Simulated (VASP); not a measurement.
# MgO (lda) (Fm-3m) in VASP: a series of runs, part 2 of 2

VASP 6.6.1. Earlier steps stand in the parts before.

## (4) Relaxation of cell and atoms, LDA

The input, INCAR:

```
SYSTEM = MgO
PREC = Accurate ; ENCUT = 600
EDIFF = 1E-7 ; ISMEAR = 0
SIGMA = 0.02 ; LREAL = .FALSE.
LASPH = .TRUE. ; NELM = 120
ALGO = Normal ; ISIF = 3
LWAVE = .FALSE. ; LCHARG = .FALSE.
GGA = CA ; IBRION = 2
NSW = 100 ; EDIFFG = -0.002
GGA_COMPAT = .FALSE. ; NELMIN = 4
```

The input, KPOINTS:

```
regular mesh
0
G
  10 10 10
  0 0 0
```

The input, POSCAR:

```
MgO
1.0
    0.0000000000      2.0815711844      2.0815711844
    2.0815711844      0.0000000000      2.0815711844
    2.0815711844      2.0815711844      0.0000000000
Mg O
1 1
Direct
    0.0000000000      0.0000000000      0.0000000000
    0.5000000000      0.5000000000      0.5000000000
```

Potentials or basis: VASP PAW LDA potentials, release 64 (Mg, O).

Run with:

```bash
> cat potpaw_LDA.64/Mg/POTCAR potpaw_LDA.64/O/POTCAR > POTCAR
> mpirun -np 1 vasp_std > vasp.out
```

OUTCAR:

```text
SYSTEM = MgO
   PREC = Accurate
   ENCUT = 600
   EDIFF = 1E-7
   ISMEAR = 0
   LREAL = .FALSE.
   LASPH = .TRUE.
   NELM = 120
   ISIF = 3
   GGA = CA
   IBRION = 2
   NSW = 100
   EDIFFG = -0.002
   NELMIN = 4

 ion  position               nearest neighbor table
   1  0.000  0.000  0.000-   2 2.08   2 2.08   2 2.08   2 2.08   2 2.08   2 2.08
   2  0.500  0.500  0.500-   1 2.08   1 2.08   1 2.08   1 2.08   1 2.08   1 2.08

  LATTYP: Found a face centered cubic cell.
 ALAT       =     4.1631423688

  Lattice vectors:

 A1 = (   0.0000000000,   2.0815711844,   2.0815711844)
 A2 = (   2.0815711844,   0.0000000000,   2.0815711844)
 A3 = (   2.0815711844,   2.0815711844,   0.0000000000)

Analysis of symmetry for initial positions (statically):
=====================================================================
 Subroutine PRICEL returns:
 Original cell was already a primitive cell.

 Routine SETGRP: Setting up the symmetry group for a
 face centered cubic supercell.

 Subroutine GETGRP returns: Found 48 space group operations
 (whereof 48 operations were pure point group operations)
 out of a pool of 48 trial point group operations.

The static configuration has the point symmetry O_h .

Analysis of symmetry for dynamics (positions and initial velocities):
=====================================================================
 Subroutine PRICEL returns:
 Original cell was already a primitive cell.

 Routine SETGRP: Setting up the symmetry group for a
 face centered cubic supercell.

 Subroutine GETGRP returns: Found 48 space group operations
 (whereof 48 operations were pure point group operations)
 out of a pool of 48 trial point group operations.

The dynamic configuration has the point symmetry O_h .

 Subroutine INISYM returns: Found 48 space group operations
 (whereof 48 operations are pure point group operations),
 and found     1 'primitive' translations

[... 131 lines left out ...]
   NGX = 11   NGY = 11   NGZ = 11

--------------------------------------- Ionic step        1  -------------------------------------------

 number of electron       8.0000001 magnetization

 Free energy of the ion-electron system (eV)
  ---------------------------------------------------
  ext. energy  EPLUGINS =         0.00000000
  ---------------------------------------------------
  free energy    TOTEN  =       -13.44759711 eV

  energy without entropy =      -13.44759711  energy(sigma->0) =      -13.44759711

------------------------ aborting loop because EDIFF is reached ----------------------------------------

  FORCE on cell =-STRESS in cart. coord.  units (eV):
  Direction    XX          YY          ZZ          XY          YZ          ZX
  --------------------------------------------------------------------------------------
  -------------------------------------------------------------------------------------
  Total       -0.2745180     -0.2745180     -0.2745180     -0.0000000      0.0000000      0.0000000
  in kB      -24.3824684    -24.3824684    -24.3824684     -0.0000000      0.0000000      0.0000000
  external PRESSURE =     -24.3824684 kB  Pullay stress =       0.0000000 kB
[... 59 lines left out ...]
--------------------------------------- Ionic step        3  -------------------------------------------

 number of electron       7.9999999 magnetization

 Free energy of the ion-electron system (eV)
  ---------------------------------------------------
  ext. energy  EPLUGINS =         0.00000000
  ---------------------------------------------------
  free energy    TOTEN  =       -13.44953573 eV

  energy without entropy =      -13.44953573  energy(sigma->0) =      -13.44953573

 E-fermi :   3.3962     XC(G=0): -11.8307

 val. band max:        3.2607743785   @ k =   0.0000   0.0000   0.0000
 cond. band min:       8.4127594519   @ k =   0.0000   0.0000   0.0000
 fundamental gap:      5.1519850734
 Fermi energy:         3.3962153225

 k-point     1 :       0.0000    0.0000    0.0000
  band No.  band energies     occupation
      1     -14.0052      2.00000
      2       3.2608      2.00000
      3       3.2608      2.00000
      4       3.2608      2.00000
      5       8.4128      0.00000
      6      19.0550      0.00000
      7      19.0550      0.00000
      8      19.0550      0.00000
[... 243 lines left out ...]
 k-point    24 :       0.4000    0.3000    0.0000
  band No.  band energies     occupation
      1     -12.5870      2.00000
      2      -0.5320      2.00000
      3       1.8578      2.00000
      4       2.0953      2.00000
      5      13.0402      0.00000
      6      13.4717      0.00000
      7      17.1101      0.00000
      8      21.7676      0.00000

 [... further k-points ...]

------------------------ aborting loop because EDIFF is reached ----------------------------------------

  FORCE on cell =-STRESS in cart. coord.  units (eV):
  Direction    XX          YY          ZZ          XY          YZ          ZX
  --------------------------------------------------------------------------------------
  -------------------------------------------------------------------------------------
  Total        0.0002882      0.0002882      0.0002882      0.0000000      0.0000000      0.0000000
  in kB        0.0259644      0.0259644      0.0259644      0.0000000      0.0000000      0.0000000
  external PRESSURE =       0.0259644 kB  Pullay stress =       0.0000000 kB
[... 17 lines left out ...]
  FREE ENERGIE OF THE ION-ELECTRON SYSTEM (eV)
  ---------------------------------------------------
  free  energy   TOTEN  =       -13.4495357306 eV

  energy  without entropy=      -13.4495357306  energy(sigma->0) =      -13.44953573

 reached required accuracy - stopping structural energy minimisation
```

OSZICAR:

```text
N       E                     dE             d eps       ncg     rms          rms(c)
DAV:   1     0.134531109967E+02    0.13453E+02   -0.52204E+03   864   0.100E+03
DAV:   2    -0.146307166397E+02   -0.28084E+02   -0.27485E+02   920   0.149E+02
DAV:   3    -0.150271067757E+02   -0.39639E+00   -0.39639E+00   944   0.195E+01
[... 20 lines left out ...]
DAV:   2    -0.134495684157E+02    0.18292E-02   -0.13304E-02   752   0.863E-01    0.315E-02
DAV:   3    -0.134495463181E+02    0.22098E-04   -0.11837E-04   848   0.131E-01    0.196E-02
DAV:   4    -0.134495359019E+02    0.10416E-04   -0.95534E-06   776   0.319E-02    0.445E-03
DAV:   5    -0.134495357191E+02    0.18280E-06   -0.12663E-06   824   0.892E-03    0.106E-03
DAV:   6    -0.134495357306E+02   -0.11430E-07   -0.19874E-08   400   0.125E-03
   3 F= -.13449536E+02 E0= -.13449536E+02  d E =-.193863E-02
```

It took 11 s on 1 thread of Intel Xeon 6975P-C, shared host; peak memory 0.14 GiB.

Results:

* Free energy: -13.4495 eV
* Relaxed volume: 8.89 Å³/atom
* Relaxed cell: a = 2.930 Å, b = 2.930 Å, c = 2.930 Å, α = 60.00°, β = 60.00°, γ = 60.00°
* Space group after relaxing (to 0.05 Å): Fm-3m (No. 225)
* Energy gained by relaxing: 1.0 meV/atom
* Ionic steps: 3
* Pressure after relaxing: 0.0 GPa
* Band gap on the k mesh: 5.15 eV, direct

The path:
| step | energy change (eV) | largest force (eV/Å) | pressure (GPa) | volume (Å³) |
| --- | --- | --- | --- | --- |
| 1 | 0.0000 | 0.0000 | -2.44 | 18.04 |
| 2 | -0.0016 | 0.0000 | 1.06 | 17.68 |
| 3 | -0.0019 | 0.0000 | 0.00 | 17.79 |

Final structure:
```
Mg O
1.0
     0.00000    2.07184    2.07184
     2.07184    0.00000    2.07184
     2.07184    2.07184    0.00000
Mg O
1 1
Direct
  0.00000 0.00000 0.00000
  0.50000 0.50000 0.50000
```

Levels at points of the mesh, in eV from the valence-band top:
| k point | band 1 | band 2 | band 3 | band 4 | band 5 | band 6 | band 7 | band 8 |
| --- | --- | --- | --- | --- | --- | --- | --- | --- |
| (0.00, 0.00, 0.00) | -17.27 | 0.00 | 0.00 | 0.00 | 5.15 | 15.79 | 15.79 | 15.79 |
| (0.50, 0.00, 0.00) | -15.78 | -4.92 | -0.72 | -0.72 | 8.05 | 12.96 | 16.51 | 16.51 |
| (0.50, 0.50, 0.00) | -15.49 | -4.36 | -1.44 | -1.44 | 8.93 | 10.24 | 13.42 | 19.38 |

As with any semilocal functional, this LDA gap is likely too small. Zero-point motion and thermal expansion aren't in these numbers.

## (5) The runs side by side

| task | cell | k mesh | smearing | gap on the mesh (eV) | pressure (GPa) |
| --- | --- | --- | --- | --- | --- |
| single point | a = 2.944 Å, angles 60.0°, 2 atoms | 8 × 8 × 8 | gaussian 0.1 eV | 5.01 | -2.4 |
| single point | a = 2.941 Å, angles 60.0°, 2 atoms | 10 × 10 × 10 | gaussian 0.02 eV | 5.04 | -1.9 |
| relaxation of cell and atoms | relaxed from a = 2.944 Å, angles 60.0°, 2 atoms | 10 × 10 × 10 | gaussian 0.02 eV | 5.15 | 0.0 |

Alike in all rows: level LDA; potentials or basis VASP PAW LDA potentials, release 64 (Mg, O); no spin polarisation; cutoff (eV) 600.

Total energies depend on the potentials used, so only differences within one code and one set of settings carry meaning.

## (6) Against experiment

Step 2. A measured gap of MgO is 7.83 eV (quoted in “Electronic structure of alkaline earth and post-transition metal oxides”, 2009, arxiv:0908.1581); the calculated 5.01 eV misses it by -2.82 eV. The value is that of LDA, without temperature or zero-point motion. Semilocal functionals fall short of measured gaps as a rule.

Step 3. A measured gap of MgO is 7.83 eV (quoted in “Electronic structure of alkaline earth and post-transition metal oxides”, 2009, arxiv:0908.1581); the calculated 5.04 eV misses it by -2.79 eV. The value is that of LDA, without temperature or zero-point motion. Semilocal functionals fall short of measured gaps as a rule.
